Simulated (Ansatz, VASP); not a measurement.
**CeCuSe3: VASP beside Ansatz**

Contents of INCAR:

```
  ALGO = Normal
  EDIFF = 1E-6
  ENCUT = 520
  GGA = PE
  ISIF = 2
  ISMEAR = 1
  ISYM = 0
  LASPH = T
  LCHARG = T
  LELF = T
  LREAL = F
  LVHAR = T
  LWAVE = F
  NBANDS = 28
  NELM = 100
  PREC = Accurate
  SIGMA = 0.0893
```

Contents of KPOINTS:

```
k-points
0
Gamma
  4 4 4
```

POSCAR

```
CeCuSe3
1.0
    0.0000000000      4.6487720000      0.0000000000
    4.6487720000      0.0000000000      0.0000000000
    2.3243860000      2.3243860000     -5.7100010000
Ce Cu Se
1 1 3
Direct
    0.1365000000      0.1365000000      0.7270000000
    0.5221000000      0.5221000000      0.9558000000
    0.8858000000      0.3858000000      0.2284000000
    0.3858000000      0.8858000000      0.2284000000
    0.7504000000      0.7504000000      0.4992000000
```

Input for Ansatz:

```yaml
crystal:
  lattice:
    - [0.0, 4.648772, 0.0]
    - [4.648772, 0.0, 0.0]
    - [2.324386, 2.324386, -5.710001]
  atoms:
    - { symbol: Ce, position: [0.1365, 0.1365, 0.727] }
    - { symbol: Cu, position: [0.5221, 0.5221, 0.9558] }
    - { symbol: Se, position: [0.8858, 0.3858, 0.2284] }
    - { symbol: Se, position: [0.3858, 0.8858, 0.2284] }
    - { symbol: Se, position: [0.7504, 0.7504, 0.4992] }
  symmetry: { detect: false }
kpoints:
  mp_grid: { grid: [4, 4, 4], shift: [0, 0, 0] }
magnetization:
  spin_polarized: false
scf:
  occupations: { method: cold, width: 0.0893 }
hamiltonian:
  pseudopotentials: { kind: paw }
  xc: pbe
basis:
  ecutwfc: 420
  ecutrho_ratio: 12
output:
  forces: true
  stress: true
  eigenvalues: true
  write_density: true
  write_potential: true
  elf: true
  volumetric_format: npy
```

Alike in both runs: task single point; functional PBE; k mesh 4 × 4 × 4; no spin polarisation.

|  | VASP | Ansatz |
| --- | --- | --- |
| version | VASP 6.6.1 | Ansatz 0.2.0 |
| potentials or method | VASP PAW PBE potentials, release 64 (Ce, Cu, Se), cutoff 520 eV | PAW plane waves |
| occupations | methfessel-paxton of order 1, width 0.0893 eV | cold, width 0.0893 eV |
| valence electrons in the cell | 41 | 79 |

Ansatz gave:

| Quantity | Value |
| --- | --- |
| gap on the k mesh at the Fermi level (eV) | none |
| pressure (GPa) | -4.8 |
| traceless stress, the component that is largest in VASP (GPa) | -6.35 |
| rms of the force components (eV/Å) | 1.192 |

Estimate VASP's values.

gap on the k mesh at the Fermi level (eV): none; pressure (GPa): -4.9; traceless stress, the component that is largest in VASP (GPa): -6.48; rms of the force components (eV/Å): 1.186.

Atom by atom the forces differ by 0.007 eV/Å (rms over components). A gap of «none» marks a metal or a gap that the smearing closes. VASP's potentials hold 41 valence electrons a cell and Ansatz's 79, so a difference there can come from the potentials and not from the codes.

The k mesh is coarse, so the values compare programs but aren't converged. Neither program's run includes spin-orbit coupling.
